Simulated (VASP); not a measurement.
# Ca (I4/mmm) in VASP: a series of runs

Ca is run at these levels: r2SCAN; tasks: single point.

All numbers are computed with VASP 6.6.1; they aren't measurements. Logs are shortened: lines on timing, memory, paths and dates and some standing lists are left out, and cuts for length are marked.

### Step 1. The cell of the first run

The structure is tetragonal, space group I4/mmm (No. 139). The conventional cell has a = 3.952 Å, b = 3.952 Å, c = 5.756 Å, α = 90.00°, β = 90.00°, γ = 90.00°. Within 5.2 Å of Ca (site symmetry 4/mmm) lie 12 Ca at 3.95 to 4.01 Å.

### Step 2. Single point, r2SCAN (strain +0.000 along x and y, +0.030 along z)

File POSCAR:

```
Ca
1.0
    0.0000000000      2.7942000000      2.8780260000
    2.7942000000      0.0000000000      2.8780260000
    2.7942000000      2.7942000000      0.0000000000
Ca
1
Direct
    0.0000000000      0.0000000000      0.0000000000
```

File INCAR.step1:

```
SYSTEM = Ca
PREC = Accurate
ENCUT = 520
ISMEAR = 0
SIGMA = 0.15
LREAL = .False.
LASPH = .True.
NELM = 80
NBANDS = 11
GGA = PE
ALGO = Normal
EDIFF = 1E-4
LWAVE = .True.
LCHARG = .False.
```

File INCAR.step2:

```
SYSTEM = Ca
PREC = Accurate
ENCUT = 520
EDIFF = 1E-7
ISMEAR = 0
SIGMA = 0.15
LREAL = .False.
LASPH = .True.
NELM = 80
ALGO = Normal
ISIF = 2
LWAVE = .False.
LCHARG = .False.
METAGGA = R2SCAN
LMIXTAU = .True.
NBANDS = 11
ISTART = 1
```

File KPOINTS:

```
regular mesh
0
Gamma
  14 14 14
  0 0 0
```

Potentials or basis: VASP PAW PBE potentials, release 64 (Ca_sv).

Run with:

```console
cat potpaw_PBE.64/Ca_sv/POTCAR > POTCAR
cp INCAR.step1 INCAR
mpirun -np 1 vasp_std > vasp.out
cp INCAR.step2 INCAR
mpirun -np 1 vasp_std > vasp.out
```

OUTCAR:

```text
SYSTEM = Ca
   PREC = Accurate
   ENCUT = 520
   EDIFF = 1E-7
   ISMEAR = 0
   LREAL = .False.
   LASPH = .True.
   NELM = 80
   ISIF = 2
   METAGGA = R2SCAN
   ISTART = 1

 ion  position               nearest neighbor table
   1  0.000  0.000  0.000-

  LATTYP: Found a body centered tetragonal cell.
 ALAT       =     3.9515955360
 C/A-ratio  =     1.4566399692

  Lattice vectors:

 A1 = (  -2.7942000000,   0.0000000000,   2.8780260000)
 A2 = (   2.7942000000,   0.0000000000,   2.8780260000)
 A3 = (   0.0000000000,   2.7942000000,  -2.8780260000)

Analysis of symmetry for initial positions (statically):
=====================================================================
 Subroutine PRICEL returns:
 Original cell was already a primitive cell.

 Routine SETGRP: Setting up the symmetry group for a
 body centered tetragonal supercell.

 Subroutine GETGRP returns: Found 16 space group operations
 (whereof 16 operations were pure point group operations)
 out of a pool of 16 trial point group operations.

The static configuration has the point symmetry D_4h.

Analysis of symmetry for dynamics (positions and initial velocities):
=====================================================================
 Subroutine PRICEL returns:
 Original cell was already a primitive cell.

 Routine SETGRP: Setting up the symmetry group for a
 body centered tetragonal supercell.

 Subroutine GETGRP returns: Found 16 space group operations
 (whereof 16 operations were pure point group operations)
 out of a pool of 16 trial point group operations.

The dynamic configuration has the point symmetry D_4h.

 Subroutine INISYM returns: Found 16 space group operations
 (whereof 16 operations are pure point group operations),
 and found     1 'primitive' translations

----------------------------------------------------------------------------------------

                                     Primitive cell

  volume of cell :      44.9407

  direct lattice vectors                    reciprocal lattice vectors
     0.000000000  2.794200000  2.878026000    -0.178942094  0.178942094  0.173730189
     2.794200000  0.000000000  2.878026000     0.178942094 -0.178942094  0.173730189
     2.794200000  2.794200000  0.000000000     0.178942094  0.178942094 -0.173730189

  length of vectors
     4.011307430  4.011307430  3.951595536     0.306957203  0.306957203  0.306957203

  position of ions in fractional coordinates (direct lattice)
     0.000000000  0.000000000  0.000000000

  ion indices of the primitive-cell ions
   primitive index   ion index
                 1           1

----------------------------------------------------------------------------------------

 KPOINTS: regular mesh

Automatic generation of k-mesh.
 Grid dimensions read from file:
 generate k-points for:   14   14   14

 Generating k-lattice:

  Cartesian coordinates                     Fractional coordinates (reciprocal lattice)
    -0.012781578  0.012781578  0.012409299     0.071428571  0.000000000  0.000000000
     0.012781578 -0.012781578  0.012409299     0.000000000  0.071428571  0.000000000
     0.012781578  0.012781578 -0.012409299     0.000000000  0.000000000  0.071428571

  Length of vectors
     0.021925515  0.021925515  0.021925515

  Shift w.r.t. Gamma in fractional coordinates (k-lattice)
     0.000000000  0.000000000  0.000000000

 Subroutine IBZKPT returns following result:
 ===========================================

 Found    244 irreducible k-points:

 Following reciprocal coordinates:
            Coordinates               Weight
  0.000000  0.000000  0.000000      1.000000
  0.071429  0.000000  0.000000      8.000000
  0.142857  0.000000  0.000000      8.000000
  0.214286  0.000000  0.000000      8.000000
  0.285714  0.000000  0.000000      8.000000
  0.357143  0.000000  0.000000      8.000000
[... 16 lines left out ...]
  0.214286  0.142857  0.000000      8.000000
  0.285714  0.142857  0.000000      8.000000
 [... further k-points ...]
   k-points           NKPTS =    244   k-points in BZ     NKDIM =    244   number of bands    NBANDS=     11
   number of dos      NEDOS =    301   number of ions     NIONS =      1
   total plane-waves  NPLWV =  27000
   dimension x,y,z NGX =    30 NGY =   30 NGZ =   30
   dimension x,y,z NGXF=    60 NGYF=   60 NGZF=   60
   ions per type =               1
   NGX,Y,Z   is equivalent  to a cutoff of  12.43, 12.43, 12.62 a.u.
   NGXF,Y,Z  is equivalent  to a cutoff of  24.87, 24.87, 25.24 a.u.
 SYSTEM =  Ca
   PREC   = accura    normal or accurate (medium, high low for compatibility)
   ISTART =      1    job   : 0-new  1-cont  2-samecut
   ICHARG =      0    charge: 1-file 2-atom 10-const
   ISPIN  =      1    spin polarized calculation?
   LNONCOLLINEAR =      F non collinear calculations
   LSORBIT =      F    spin-orbit coupling
   LASPH  =      T    aspherical Exc in radial PAW
   ENCUT  =  520.0 eV  38.22 Ry    6.18 a.u.   7.46  7.46  7.35*2*pi/ulx,y,z
   NELM   =     80;   NELMIN=  2; NELMDL=  0     # of ELM steps
   EDIFF  = 0.1E-06   stopping-criterion for ELM
   LREAL  =      F    real-space projection
   EDIFFG = 0.1E-05   stopping-criterion for IOM
   NSW    =      0    number of steps for IOM
   IBRION =     -1    ionic relax: 0-MD 1-quasi-New 2-CG
   NFREE  =      0    steps in history (QN), initial steepest desc. (CG)
   ISIF   =      2    stress and relaxation
   ISYM   =      2    0-nonsym 1-usesym 2-fastsym
   POTIM  = 0.5000    time-step for ionic-motion
   TEBEG  =    0.0;   TEEND  =   0.0 temperature during run
   PSTRESS=    0.0 pullay stress
   NELECT =      10.0000    total number of electrons
   NUPDOWN=      -1.0000    fix difference up-down
   EMIN   =  10.00;   EMAX   =-10.00  energy-range for DOS
   EFERMI =   0.00;   METHOD = LEGACY
   ISMEAR =     0;   SIGMA  =   0.15  broadening in eV -4-tet -1-fermi 0-gaus
   EFERMI_NEDOS =   21; number of points for ismear=-14 and -15
   IALGO  =     38    algorithm
   IMIX   =      4    mixing-type and parameters
     AMIX     =   0.40;   BMIX     =  1.00
     AMIX_MAG =   1.60;   BMIX_MAG =  1.00
  volume/ion in A,a.u.               =      44.94       303.27
  Fermi-wavevector in a.u.,A,eV,Ry     =   0.992038  1.874680 13.390027  0.984139
  Thomas-Fermi vector in A             =   2.123822
   LORBIT       =      0    0 simple, 1 ext, 2 COOP (PROOUT), +10 PAW based schemes
   METAGGA = R2SCAN    functional components
   LHFCALC =     F    Hartree Fock is set to
   AEXX    =    0.0000 exact exchange contribution
   IVDW    =     0    specifies the selected vdW correction
   LEPSILON=     F    determine dielectric tensor
   LRPA    =     F    only Hartree local field effects (RPA)
 non-spin polarized calculation
 Gauss-broadening in eV      SIGMA  =   0.15
  energy-cutoff  :      520.00
  volume of cell :       44.94
 maximum number of plane-waves:      1247
 NGX is ok and might be reduce to    30
   NGX = 15   NGY = 15   NGZ = 15

 number of electron      10.0000000 magnetization

 Free energy of the ion-electron system (eV)
  ---------------------------------------------------
  ext. energy  EPLUGINS =         0.00000000
  ---------------------------------------------------
  free energy    TOTEN  =        -7.03544181 eV

  energy without entropy =       -7.02239251  energy(sigma->0) =       -7.02891716

 E-fermi :   1.7555     XC(G=0):  -8.0155

 val. band max:        1.7459505116   @ k =  -0.4286   0.0000   0.0714
 cond. band min:       1.7571397639   @ k =  -0.3571   0.1429   0.5000
 fundamental gap:      0.0111892523
 Fermi energy:         1.7555310858

 k-point     1 :       0.0000    0.0000    0.0000
  band No.  band energies     occupation
      1     -42.1757      2.00000
      2     -22.2110      2.00000
      3     -22.2099      2.00000
      4     -22.2098      2.00000
      5      -2.4203      2.00000
      6       4.2866      0.00000
      7       4.4193      0.00000
      8       4.4193      0.00000
      9       5.3372      0.00000
     10       5.5079      0.00000
     11      11.1012      0.00000

 k-point     2 :       0.0714    0.0000    0.0000
  band No.  band energies     occupation
      1     -42.1752      2.00000
      2     -22.2161      2.00000
      3     -22.2115      2.00000
      4     -22.2105      2.00000
      5      -2.3323      2.00000
      6       4.2450      0.00000
      7       4.3904      0.00000
      8       4.4529      0.00000
      9       5.3110      0.00000
     10       5.4748      0.00000
     11      11.1937      0.00000

 k-point     3 :       0.1429    0.0000    0.0000
  band No.  band energies     occupation
      1     -42.1737      2.00000
      2     -22.2324      2.00000
      3     -22.2141      2.00000
      4     -22.2124      2.00000
      5      -2.0723      2.00000
      6       3.9902      0.00000
      7       4.4343      0.00000
      8       4.5320      0.00000
      9       5.2707      0.00000
     10       5.4084      0.00000
     11      10.9659      0.00000

 k-point     4 :       0.2143    0.0000    0.0000
  band No.  band energies     occupation
      1     -42.1715      2.00000
      2     -22.2559      2.00000
      3     -22.2178      2.00000
      4     -22.2151      2.00000
      5      -1.6517      2.00000
      6       3.5934      0.00000
      7       4.4528      0.00000
      8       4.5821      0.00000
      9       5.3204      0.00000
     10       5.4059      0.00000
     11       9.8409      0.00000
[... 239 lines left out ...]
 k-point    22 :       0.1429    0.1429    0.0000
  band No.  band energies     occupation
      1     -42.1732      2.00000
      2     -22.2320      2.00000
      3     -22.2171      2.00000
      4     -22.2171      2.00000
      5      -1.9756      2.00000
      6       3.8741      0.00000
      7       4.6013      0.00000
      8       4.6014      0.00000
      9       4.8727      0.00000
     10       5.6104      0.00000
     11      11.5886      0.00000

 k-point    23 :       0.2143    0.1429    0.0000
  band No.  band energies     occupation
      1     -42.1716      2.00000
      2     -22.2465      2.00000
      3     -22.2207      2.00000
      4     -22.2206      2.00000
      5      -1.6759      2.00000
      6       3.6529      0.00000
      7       4.5091      0.00000
      8       4.6944      0.00000
      9       4.8568      0.00000
     10       5.6559      0.00000
     11      10.8690      0.00000

 k-point    24 :       0.2857    0.1429    0.0000
  band No.  band energies     occupation
      1     -42.1696      2.00000
      2     -22.2667      2.00000
      3     -22.2254      2.00000
      4     -22.2241      2.00000
      5      -1.2240      2.00000
      6       3.3466      0.00000
      7       4.2312      0.00000
      8       4.7371      0.00000
      9       5.1047      0.00000
     10       5.7465      0.00000
     11       9.6494      0.00000

 [... further k-points ...]
[... 5 lines left out ...]
  --------------------------------------------------------------------------------------
  -------------------------------------------------------------------------------------
  Total       -0.1546648     -0.1546648     -0.2276659      0.0000000      0.0000000      0.0000000
  in kB       -5.5139448     -5.5139448     -8.1165022      0.0000000      0.0000000      0.0000000
  external PRESSURE =      -6.3814639 kB  Pullay stress =       0.0000000 kB

 VOLUME and BASIS-vectors are now :
 -----------------------------------------------------------------------------
  energy-cutoff  :      520.00
  volume of cell :       44.94
      direct lattice vectors                 reciprocal lattice vectors
     0.000000000  2.794200000  2.878026000    -0.178942094  0.178942094  0.173730189
     2.794200000  0.000000000  2.878026000     0.178942094 -0.178942094  0.173730189
     2.794200000  2.794200000  0.000000000     0.178942094  0.178942094 -0.173730189

 POSITION                                       TOTAL-FORCE (eV/Angst)
 -----------------------------------------------------------------------------------
      0.00000      0.00000      0.00000        -0.000000      0.000000      0.000000
 -----------------------------------------------------------------------------------
    total drift:                               -0.000000     -0.000000      0.000000

  FREE ENERGIE OF THE ION-ELECTRON SYSTEM (eV)
  ---------------------------------------------------
  free  energy   TOTEN  =        -7.0354418116 eV

  energy  without entropy=       -7.0223925070  energy(sigma->0) =       -7.02891716
```

Wall time 8.2 min (1 thread of Intel Xeon Platinum 8259CL at 2.50GHz (Skylake/Cascade Lake), shared host); peak memory 0.25 GiB.

Results:

```
Free energy            : -7.0354 eV
Pressure               : -0.6 GPa
Band gap on the k mesh : zero (bands 5 and 6 overlap by 0.59 eV)
```

Caveat: the cell differs from its parent crystal (strain +0.000 along x and y, +0.030 along z); the PAW data sets were made with another functional, which shifts forces and pressure a little.

### Step 3. Single point, r2SCAN (strain +0.030 along x and y, +0.000 along z)

File POSCAR:

```
Ca
1.0
    0.0000000000      2.8780260000      2.7942000000
    2.8780260000      0.0000000000      2.7942000000
    2.8780260000      2.8780260000      0.0000000000
Ca
1
Direct
    0.0000000000      0.0000000000      0.0000000000
```

File INCAR.step1:

```
PREC = Accurate
ENCUT = 520
ISMEAR = 0
SIGMA = 0.15
LREAL = False
LASPH = True
NELM = 100
NBANDS = 11
GGA = PE
ALGO = Normal
EDIFF = 1E-4
LWAVE = True
LCHARG = False
```

File INCAR.step2:

```
PREC = Accurate
ENCUT = 520
EDIFF = 1E-7
ISMEAR = 0
SIGMA = 0.15
LREAL = False
LASPH = True
NELM = 100
ALGO = Normal
ISIF = 2
LWAVE = False
LCHARG = False
METAGGA = R2SCAN
LMIXTAU = True
NBANDS = 11
ISTART = 1
```

File KPOINTS:

```
Automatic mesh
0
Gamma
  14 14 14
```

Potentials or basis: VASP PAW PBE potentials, release 64 (Ca_sv).

Run with:

```console
cat potpaw_PBE.64/Ca_sv/POTCAR > POTCAR
cp INCAR.step1 INCAR
mpirun -np 1 vasp_std > vasp.out
cp INCAR.step2 INCAR
mpirun -np 1 vasp_std > vasp.out
```

Wall time 7.5 min (1 thread of Intel Xeon Platinum 8259CL at 2.50GHz (Skylake/Cascade Lake), shared host); peak memory 0.26 GiB.

It converged, with:

| Quantity | Value |
| --- | --- |
| Free energy | -7.0288 eV |
| Pressure | -1.1 GPa |
| Band gap on the k mesh | zero (bands 5 and 6 overlap by 0.62 eV) |

Stress tensor (GPa, compression positive):
```
-1.14  0.00  0.00
 0.00 -1.14  0.00
 0.00  0.00 -0.96
```

Levels at points of the mesh, in eV from the Fermi level:
```tsv
k point	band 1	band 2	band 3	band 4	band 5	band 6	band 7	band 8	band 9	band 10
(0.00, 0.00, 0.00)	-44.01	-24.04	-24.04	-24.04	-4.12	2.53	2.53	2.66	3.51	3.67
(0.50, 0.00, 0.00)	-44.00	-24.15	-24.06	-24.05	-0.92	-0.34	2.37	2.53	4.20	4.27
(0.50, 0.50, 0.00)	-43.99	-24.14	-24.08	-24.08	-0.26	0.75	0.98	4.22	4.41	4.41
(0.50, 0.00, 0.50)	-43.99	-24.14	-24.08	-24.08	-0.35	0.69	0.83	4.22	4.36	4.45
```

Caveat: the cell differs from its parent crystal (strain +0.030 along x and y, +0.000 along z); the PAW data sets were made with another functional, which shifts forces and pressure a little.
